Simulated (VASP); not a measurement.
Set up this calculation in VASP 6.6.1, as the native input.

| Item | Value |
| --- | --- |
| Task | single point |
| Functional | PBEsol |
| Potentials or basis | VASP PAW PBE potentials, release 64 (Cu, O) |
| Cutoff | 520 eV |
| k mesh | 2 × 2 × 2 |
| Occupations | fermi-dirac, width 0.02 eV |
| Spin | collinear spin |
| Starting moments | [0.0, 0.0, 0.0, 0.0, 0.0, 0.0, 0.0, 0.0, 0.0, 0.0, 0.0, 0.0, 0.0, 0.0, 0.0, 0.0, 1.0] μB |
| Dipole correction | no |
| Further INCAR settings | LREAL = Auto; ALGO = Normal; EDIFF = 1e-06; NBANDS = 89 |

The structure of Cu8O9 (a cell with a defect) lies in POSCAR:

```
Cu8O9
1.0
    4.6837000000     -3.4226000000      0.0000000000
    4.6837000000      3.4226000000      0.0000000000
   -0.8500270000      0.0000000000      5.0578690000
Cu O
8 9
Direct
   -0.0378683396      0.2478594369      0.0096378007
    0.2474027566     -0.0256498764      0.5342131553
    0.0112924998      0.7297665766     -0.0016138489
    0.2312688687      0.4743634904      0.5211931896
    0.4356125738      0.3155513658      0.0305781801
    0.7622140250      0.0168998032      0.4863951046
    0.4676297866      0.7934634268      0.0422744897
    0.7689266289      0.5021666845      0.4782218540
    0.2179110067      0.1912444792      0.2904737474
    0.1487196225      0.3586836918      0.8160424102
    0.3091468668      0.6303099505      0.2426897640
    0.2344625173      0.7531472374      0.7575408059
    0.7359292984      0.2383260058      0.2330313180
    0.7244118556      0.3033744894      0.7222168341
    0.7764508470      0.7398865106      0.2352529288
    0.7964575883      0.7653534391      0.6993761749
    0.4939782977      0.0226761885      0.8441730917
```

The input as run:

INCAR

```
SYSTEM = Cu8O9
PREC = Accurate ; ENCUT = 520
EDIFF = 1E-6 ; ISMEAR = -1
SIGMA = 0.02 ; LREAL = Auto
LASPH = .True. ; NELM = 150
ALGO = Normal ; ISIF = 2
LWAVE = .False. ; LCHARG = .True.
ISPIN = 2 ; MAGMOM = 0 0 0 0 0 0 0 0 0 0 0 0 0 0 0 0 1
LORBIT = 11 ; LMAXMIX = 4
GGA = PS ; LELF = .True.
LVHAR = .True. ; NBANDS = 89
```

KPOINTS

```
Automatic mesh
0
Gamma
  2 2 2
  0 0 0
```

Potentials or basis: VASP PAW PBE potentials, release 64 (Cu, O).

Launch:

```bash
$ cat potpaw_PBE.64/Cu/POTCAR potpaw_PBE.64/O/POTCAR > POTCAR
$ mpirun -np 1 vasp_std > vasp.out
```

Results of the run:

```yaml
Pressure: 11.3 GPa
Largest_force: 0.184 eV/Å
Band_gap_on_the_k_mesh: zero (filled and empty bands overlap)
Net_moment: 0.00 μB per cell
Valence_electrons_inside_the_program's_atomic_spheres: Cu 10.05, 9.96, 10.00, 9.99, 10.10, 10.04 (each value once); O 4.96, 4.98, 4.95, 4.99, 4.93, 4.94, 4.92 (each value once)
```

Caveat: the k points lie up to 0.62 Å⁻¹ apart; the PAW data sets were made with another functional, which shifts forces and pressure a little; semilocal functionals often make such compounds metallic where correlation or magnetic order opens a gap, which also shifts bond lengths.

Run time: 17 min on 1 thread of Intel(R) Xeon(R) Platinum 8259CL CPU @ 2.50GHz (Skylake/Cascade Lake), on a shared host, peak memory 0.44 GiB.
